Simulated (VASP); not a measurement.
# Al (Fm-3m) in VASP: further runs

The runs below take Al through single point, with LDA.

All numbers are computed with VASP 6.6.1; they aren't measurements. Logs are shortened: lines on timing, memory, paths and dates and some standing lists are left out, and cuts for length are marked.

**1. The cell of the first run**

Symmetry: Fm-3m, No. 225, cubic system. The conventional cell has a = 3.983 Å, b = 3.983 Å, c = 3.983 Å, α = 90.00°, β = 90.00°, γ = 90.00°. Al (site symmetry m-3m) has 12 Al at 2.82 Å within 3.7 Å.

**2. Single point, LDA**

File INCAR:

```
SYSTEM = Al
ALGO     = Normal         ! electronic algorithm
EDIFF    = 1E-6           ! SCF threshold, eV
ENCUT    = 520            ! plane-wave cutoff, eV
ISIF     = 2              ! what is computed and relaxed
ISMEAR   = -1             ! smearing method
LASPH    = .True.         ! aspherical terms in the spheres
LCHARG   = .False.        ! write CHGCAR
LREAL    = .False.        ! projectors in reciprocal space
LWAVE    = .False.        ! write WAVECAR
NBANDS   = 8              ! bands
NELM     = 80             ! most SCF steps
PREC     = Accurate       ! precision mode
SIGMA    = 0.1            ! smearing width, eV
```

File KPOINTS:

```
k-points
0
Gamma
  4 4 4
  0 0 0
```

File POSCAR:

```
Al
1.0
    0.0000000000      1.9916090303      1.9916090303
    1.9916090303      0.0000000000      1.9916090303
    1.9916090303      1.9916090303      0.0000000000
Al
1
Direct
    0.0000000000      0.0000000000      0.0000000000
```

Potentials or basis: VASP PAW LDA potentials, release 64 (Al).

On the command line:

```sh
$ cat potpaw_LDA.64/Al/POTCAR > POTCAR
$ mpirun -np 1 vasp_std > vasp.out
```

OUTCAR:

```text
SYSTEM = Al
   EDIFF = 1E-6
   ENCUT = 520
   ISIF = 2
   ISMEAR = -1
   LASPH = .True.
   LREAL = .False.
   NELM = 80
   PREC = Accurate

 ion  position               nearest neighbor table
   1  0.000  0.000  0.000-

  LATTYP: Found a face centered cubic cell.
 ALAT       =     3.9832180606

  Lattice vectors:

 A1 = (   0.0000000000,   1.9916090303,   1.9916090303)
 A2 = (   1.9916090303,   0.0000000000,   1.9916090303)
 A3 = (   1.9916090303,   1.9916090303,   0.0000000000)

Analysis of symmetry for initial positions (statically):
=====================================================================
 Subroutine PRICEL returns:
 Original cell was already a primitive cell.

 Routine SETGRP: Setting up the symmetry group for a
 face centered cubic supercell.

 Subroutine GETGRP returns: Found 48 space group operations
 (whereof 48 operations were pure point group operations)
 out of a pool of 48 trial point group operations.

The static configuration has the point symmetry O_h .

Analysis of symmetry for dynamics (positions and initial velocities):
=====================================================================
 Subroutine PRICEL returns:
 Original cell was already a primitive cell.

 Routine SETGRP: Setting up the symmetry group for a
 face centered cubic supercell.

 Subroutine GETGRP returns: Found 48 space group operations
 (whereof 48 operations were pure point group operations)
 out of a pool of 48 trial point group operations.

The dynamic configuration has the point symmetry O_h .

 Subroutine INISYM returns: Found 48 space group operations
 (whereof 48 operations are pure point group operations),
 and found     1 'primitive' translations

----------------------------------------------------------------------------------------

                                     Primitive cell

  volume of cell :      15.7995

  direct lattice vectors                    reciprocal lattice vectors
     0.000000000  1.991609030  1.991609030    -0.251053290  0.251053290  0.251053290
     1.991609030  0.000000000  1.991609030     0.251053290 -0.251053290  0.251053290
     1.991609030  1.991609030  0.000000000     0.251053290  0.251053290 -0.251053290

  length of vectors
     2.816560502  2.816560502  2.816560502     0.434837054  0.434837054  0.434837054

  position of ions in fractional coordinates (direct lattice)
     0.000000000  0.000000000  0.000000000

  ion indices of the primitive-cell ions
   primitive index   ion index
                 1           1

----------------------------------------------------------------------------------------

 KPOINTS: k-points

Automatic generation of k-mesh.
 Grid dimensions read from file:
 generate k-points for:    4    4    4

 Generating k-lattice:

  Cartesian coordinates                     Fractional coordinates (reciprocal lattice)
    -0.062763323  0.062763323  0.062763323     0.250000000  0.000000000  0.000000000
     0.062763323 -0.062763323  0.062763323     0.000000000  0.250000000  0.000000000
     0.062763323  0.062763323 -0.062763323     0.000000000  0.000000000  0.250000000

  Length of vectors
     0.108709264  0.108709264  0.108709264

  Shift w.r.t. Gamma in fractional coordinates (k-lattice)
     0.000000000  0.000000000  0.000000000

 Subroutine IBZKPT returns following result:
 ===========================================

 Found      8 irreducible k-points:

 Following reciprocal coordinates:
            Coordinates               Weight
  0.000000  0.000000  0.000000      1.000000
  0.250000  0.000000  0.000000      8.000000
  0.500000  0.000000  0.000000      4.000000
  0.250000  0.250000  0.000000      6.000000
  0.500000  0.250000  0.000000     24.000000
 -0.250000  0.250000  0.000000     12.000000
  0.500000  0.500000  0.000000      3.000000
 -0.250000  0.500000  0.250000      6.000000
   k-points           NKPTS =      8   k-points in BZ     NKDIM =      8   number of bands    NBANDS=      8
   number of dos      NEDOS =    301   number of ions     NIONS =      1
   total plane-waves  NPLWV =  13824
   dimension x,y,z NGX =    24 NGY =   24 NGZ =   24
   dimension x,y,z NGXF=    48 NGYF=   48 NGZF=   48
   ions per type =               1
   NGX,Y,Z   is equivalent  to a cutoff of  14.17, 14.17, 14.17 a.u.
   NGXF,Y,Z  is equivalent  to a cutoff of  28.33, 28.33, 28.33 a.u.
 SYSTEM =  Al
   PREC   = accura    normal or accurate (medium, high low for compatibility)
   ISTART =      0    job   : 0-new  1-cont  2-samecut
   ICHARG =      2    charge: 1-file 2-atom 10-const
   ISPIN  =      1    spin polarized calculation?
   LNONCOLLINEAR =      F non collinear calculations
   LSORBIT =      F    spin-orbit coupling
   LASPH  =      T    aspherical Exc in radial PAW
   ENCUT  =  520.0 eV  38.22 Ry    6.18 a.u.   5.24  5.24  5.24*2*pi/ulx,y,z
   NELM   =     80;   NELMIN=  2; NELMDL= -5     # of ELM steps
   EDIFF  = 0.1E-05   stopping-criterion for ELM
   LREAL  =      F    real-space projection
   EDIFFG = 0.1E-04   stopping-criterion for IOM
   NSW    =      0    number of steps for IOM
   IBRION =     -1    ionic relax: 0-MD 1-quasi-New 2-CG
   NFREE  =      0    steps in history (QN), initial steepest desc. (CG)
   ISIF   =      2    stress and relaxation
   ISYM   =      2    0-nonsym 1-usesym 2-fastsym
   POTIM  = 0.5000    time-step for ionic-motion
   TEBEG  =    0.0;   TEEND  =   0.0 temperature during run
   PSTRESS=    0.0 pullay stress
   NELECT =       3.0000    total number of electrons
   NUPDOWN=      -1.0000    fix difference up-down
   EMIN   =  10.00;   EMAX   =-10.00  energy-range for DOS
   EFERMI =   0.00;   METHOD = LEGACY
   ISMEAR =    -1;   SIGMA  =   0.10  broadening in eV -4-tet -1-fermi 0-gaus
   EFERMI_NEDOS =   21; number of points for ismear=-14 and -15
   IALGO  =     38    algorithm
   IMIX   =      4    mixing-type and parameters
     AMIX     =   0.40;   BMIX     =  1.00
     AMIX_MAG =   1.60;   BMIX_MAG =  1.00
  volume/ion in A,a.u.               =      15.80       106.62
  Fermi-wavevector in a.u.,A,eV,Ry     =   0.940953  1.778143 12.046491  0.885392
  Thomas-Fermi vector in A             =   2.068416
   LORBIT       =      0    0 simple, 1 ext, 2 COOP (PROOUT), +10 PAW based schemes
   GGA     = CA    functional components
   LHFCALC =     F    Hartree Fock is set to
   AEXX    =    0.0000 exact exchange contribution
   IVDW    =     0    specifies the selected vdW correction
   LEPSILON=     F    determine dielectric tensor
   LRPA    =     F    only Hartree local field effects (RPA)
 non-spin polarized calculation
  energy-cutoff  :      520.00
  volume of cell :       15.80
 maximum number of plane-waves:       444
 NGX is ok and might be reduce to    24
   NGX = 11   NGY = 11   NGZ = 11

 number of electron       3.0000000 magnetization

 Free energy of the ion-electron system (eV)
  ---------------------------------------------------
  ext. energy  EPLUGINS =         0.00000000
  ---------------------------------------------------
  free energy    TOTEN  =        -3.92718608 eV

  energy without entropy =       -3.88306926  energy(sigma->0) =       -3.90512767

 E-fermi :   7.6337     XC(G=0): -10.5022

 val. band max:        7.4784156312   @ k =   0.5000   0.2500   0.0000
 cond. band min:       8.3775284896   @ k =  -0.2500   0.5000   0.2500
 fundamental gap:      0.8991128584
 Fermi energy:         7.6337069072

 k-point     1 :       0.0000    0.0000    0.0000
  band No.  band energies     occupation
      1      -3.1496      2.00000
      2      21.0634      0.00000
      3      21.0634      0.00000
      4      21.0634      0.00000
      5      22.7184      0.00000
      6      22.7184      0.00000
      7      22.7184      0.00000
      8      25.1914      0.00000

 k-point     2 :       0.2500    0.0000    0.0000
  band No.  band energies     occupation
      1      -1.4159      2.00000
      2      11.7642      0.00000
      3      19.3824      0.00000
      4      19.3824      0.00000
      5      22.9905      0.00000
      6      23.2928      0.00000
      7      23.2928      0.00000
      8      27.5110      0.00000

 k-point     3 :       0.5000    0.0000    0.0000
  band No.  band energies     occupation
      1       3.5276      2.00000
      2       3.8014      2.00000
      3      19.8850      0.00000
      4      19.8850      0.00000
      5      19.9568      0.00000
      6      19.9568      0.00000
      7      23.7876      0.00000
      8      23.9521      0.00000

 k-point     4 :       0.2500    0.2500    0.0000
  band No.  band energies     occupation
      1      -0.8430      2.00000
      2      15.8402      0.00000
      3      15.9423      0.00000
      4      15.9423      0.00000
      5      16.6808      0.00000
      6      19.6047      0.00000
      7      30.0422      0.00000
      8      30.6063      0.00000

 k-point     5 :       0.5000    0.2500    0.0000
  band No.  band energies     occupation
      1       3.0921      2.00000
      2       7.4784      1.65067
      3      11.9969      0.00000
      4      15.4650      0.00000
      5      17.1990      0.00000
      6      24.7112      0.00000
      7      27.2880      0.00000
      8      30.3074      0.00000

 k-point     6 :      -0.2500    0.2500    0.0000
  band No.  band energies     occupation
      1       1.4245      2.00000
      2       9.4983      0.00000
      3      11.0973      0.00000
      4      17.9373      0.00000
      5      19.9747      0.00000
      6      25.5306      0.00000
      7      26.2540      0.00000
      8      27.4273      0.00000

 k-point     7 :       0.5000    0.5000    0.0000
  band No.  band energies     occupation
      1       5.2523      2.00000
      2       6.6270      1.99992
      3      13.5626      0.00000
      4      13.9912      0.00000
      5      13.9912      0.00000
      6      17.6179      0.00000
      7      33.9957      0.00000
      8      35.5629      0.00000

 k-point     8 :      -0.2500    0.5000    0.2500
  band No.  band energies     occupation
      1       7.3713      1.86476
      2       7.3713      1.86476
      3       8.3775      0.00118
      4       9.4981      0.00000
      5      24.3971      0.00000
      6      24.3971      0.00000
      7      24.9990      0.00000
      8      27.0521      0.00000

------------------------ aborting loop because EDIFF is reached ----------------------------------------

  FORCE on cell =-STRESS in cart. coord.  units (eV):
  Direction    XX          YY          ZZ          XY          YZ          ZX
  --------------------------------------------------------------------------------------
  -------------------------------------------------------------------------------------
  Total        0.1272496      0.1272496      0.1272496      0.0000000      0.0000000     -0.0000000
  in kB       12.9040071     12.9040071     12.9040071      0.0000000      0.0000000     -0.0000000
  external PRESSURE =      12.9040071 kB  Pullay stress =       0.0000000 kB

 VOLUME and BASIS-vectors are now :
 -----------------------------------------------------------------------------
  energy-cutoff  :      520.00
  volume of cell :       15.80
      direct lattice vectors                 reciprocal lattice vectors
     0.000000000  1.991609030  1.991609030    -0.251053290  0.251053290  0.251053290
     1.991609030  0.000000000  1.991609030     0.251053290 -0.251053290  0.251053290
     1.991609030  1.991609030  0.000000000     0.251053290  0.251053290 -0.251053290

 POSITION                                       TOTAL-FORCE (eV/Angst)
 -----------------------------------------------------------------------------------
      0.00000      0.00000      0.00000        -0.000000      0.000000      0.000000
 -----------------------------------------------------------------------------------
    total drift:                                0.000000     -0.000000     -0.000000

  FREE ENERGIE OF THE ION-ELECTRON SYSTEM (eV)
  ---------------------------------------------------
  free  energy   TOTEN  =        -3.9271860775 eV

  energy  without entropy=       -3.8830692600  energy(sigma->0) =       -3.90512767
```

Wall time 1.2 s (1 thread of Intel Xeon 6975P-C, shared host); peak memory 0.11 GiB.

What came out:

| Property | Result |
| --- | --- |
| Free energy | -3.9272 eV |
| Pressure | 1.3 GPa |

Caveat: the k points lie up to 0.68 Å⁻¹ apart.

**3. Single point, LDA**

File INCAR:

```
ALGO     = Normal         # electronic algorithm
EDIFF    = 1E-6           # SCF threshold, eV
ENCUT    = 520            # plane-wave cutoff, eV
GGA      = CA             # functional
ISIF     = 2              # what is computed and relaxed
ISMEAR   = -1             # smearing method
LASPH    = True           # aspherical terms in the spheres
LCHARG   = False          # write CHGCAR
LREAL    = False          # projectors in reciprocal space
LWAVE    = False          # write WAVECAR
NBANDS   = 8              # bands
NELM     = 100            # most SCF steps
PREC     = Accurate       # precision mode
SIGMA    = 0.1            # smearing width, eV
```

File KPOINTS:

```
k-points
0
Gamma
  5 5 5
```

POSCAR is that of step 2.

Potentials or basis: VASP PAW LDA potentials, release 64 (Al).

On the command line:

```sh
$ cat potpaw_LDA.64/Al/POTCAR > POTCAR
$ mpirun -np 1 vasp_std > vasp.out
```

Run time: 1.2 s. Hardware: 1 thread of Intel Xeon 6975P-C, shared host; peak memory 0.11 GiB.

It converged, with:

| Property | Result |
| --- | --- |
| Free energy | -4.1457 eV |
| Pressure | 2.0 GPa |

Levels at points of the mesh, in eV from the Fermi level:
```csv
k point,band 1,band 2,band 3,band 4,band 5
"(0.00, 0.00, 0.00)",-11.72,12.49,12.49,12.49,14.15
```

Caveat: the k points lie up to 0.55 Å⁻¹ apart.

**4. Single point, LDA**

File INCAR:

```
PREC = Accurate
ENCUT = 520
EDIFF = 1E-6
ISMEAR = -1
SIGMA = 0.1
LREAL = F
LASPH = T
NELM = 60
ALGO = Normal
ISIF = 2
LWAVE = F
LCHARG = T
GGA = CA
LELF = T
LVHAR = T
NBANDS = 8
```

File KPOINTS:

```
regular mesh
0
Gamma
  7 7 7
```

POSCAR is that of step 3.

Potentials or basis: VASP PAW LDA potentials, release 64 (Al).

On the command line:

```sh
$ cat potpaw_LDA.64/Al/POTCAR > POTCAR
$ mpirun -np 1 vasp_std > vasp.out
```

OUTCAR:

```text
PREC = Accurate
   ENCUT = 520
   EDIFF = 1E-6
   ISMEAR = -1
   LREAL = F
   LASPH = T
   NELM = 60
   ISIF = 2
   GGA = CA

 ion  position               nearest neighbor table
   1  0.000  0.000  0.000-

  LATTYP: Found a face centered cubic cell.
 ALAT       =     3.9832180606

  Lattice vectors:

 A1 = (   0.0000000000,   1.9916090303,   1.9916090303)
 A2 = (   1.9916090303,   0.0000000000,   1.9916090303)
 A3 = (   1.9916090303,   1.9916090303,   0.0000000000)

[... 391 lines left out ...]
      7      26.3586      0.00000
      8      28.0315      0.00000

------------------------ aborting loop because EDIFF is reached ----------------------------------------

  FORCE on cell =-STRESS in cart. coord.  units (eV):
  Direction    XX          YY          ZZ          XY          YZ          ZX
  --------------------------------------------------------------------------------------
  -------------------------------------------------------------------------------------
  Total       -0.0197932     -0.0197932     -0.0197932     -0.0000000     -0.0000000      0.0000000
  in kB       -2.0071707     -2.0071707     -2.0071707     -0.0000000     -0.0000000      0.0000000
  external PRESSURE =      -2.0071707 kB  Pullay stress =       0.0000000 kB

 VOLUME and BASIS-vectors are now :
 -----------------------------------------------------------------------------
  energy-cutoff  :      520.00
  volume of cell :       15.80
      direct lattice vectors                 reciprocal lattice vectors
     0.000000000  1.991609030  1.991609030    -0.251053290  0.251053290  0.251053290
     1.991609030  0.000000000  1.991609030     0.251053290 -0.251053290  0.251053290
     1.991609030  1.991609030  0.000000000     0.251053290  0.251053290 -0.251053290

 POSITION                                       TOTAL-FORCE (eV/Angst)
 -----------------------------------------------------------------------------------
      0.00000      0.00000      0.00000         0.000000      0.000000      0.000000
 -----------------------------------------------------------------------------------
    total drift:                               -0.000000      0.000000      0.000000

  FREE ENERGIE OF THE ION-ELECTRON SYSTEM (eV)
  ---------------------------------------------------
  free  energy   TOTEN  =        -4.2459767373 eV

  energy  without entropy=       -4.2356190373  energy(sigma->0) =       -4.24079789
```

OSZICAR:

```text
N       E                     dE             d eps       ncg     rms          rms(c)
DAV:   1    -0.267883823335E+01   -0.26788E+01   -0.76910E+02   320   0.201E+02
DAV:   2    -0.426680437923E+01   -0.15880E+01   -0.14525E+01   432   0.197E+01
DAV:   3    -0.427557333789E+01   -0.87690E-02   -0.87656E-02   408   0.166E+00
DAV:   4    -0.427559448714E+01   -0.21149E-04   -0.21148E-04   520   0.788E-02
DAV:   5    -0.427559449178E+01   -0.46380E-08   -0.45455E-08   368   0.970E-04    0.145E+00
DAV:   6    -0.425768752576E+01    0.17907E-01   -0.22475E-03   432   0.190E-01    0.816E-01
DAV:   7    -0.424599939372E+01    0.11688E-01   -0.57172E-03   416   0.298E-01    0.170E-01
DAV:   8    -0.424597702075E+01    0.22373E-04   -0.17362E-05   480   0.261E-02    0.153E-02
DAV:   9    -0.424597673729E+01    0.28345E-06   -0.14866E-07   416   0.179E-03
   1 F= -.42459767E+01 E0= -.42407979E+01  d E =-.103577E-01
```

stdout:

```text
POSCAR found type information on POSCAR Al
 POSCAR found :  1 types and       1 ions
 scaLAPACK will be used
 LDA part: xc-table for (Slater(with rela. corr.)+CA(PZ))
 , standard interpolation
 POSCAR, INCAR and KPOINTS ok, starting setup
 FFT: planning ... GRIDC
 FFT: planning ... GRID_SOFT
 FFT: planning ... GRID
 WAVECAR not read
 entering main loop
```

Wall time 2 s (1 thread of Intel Xeon 6975P-C, shared host); peak memory 0.12 GiB.

What came out:

| Item | Value |
| --- | --- |
| Free energy | -4.2460 eV |
| Pressure | -0.2 GPa |

Caveat: the k points lie up to 0.39 Å⁻¹ apart.

(Continued in part 2 of 2.)
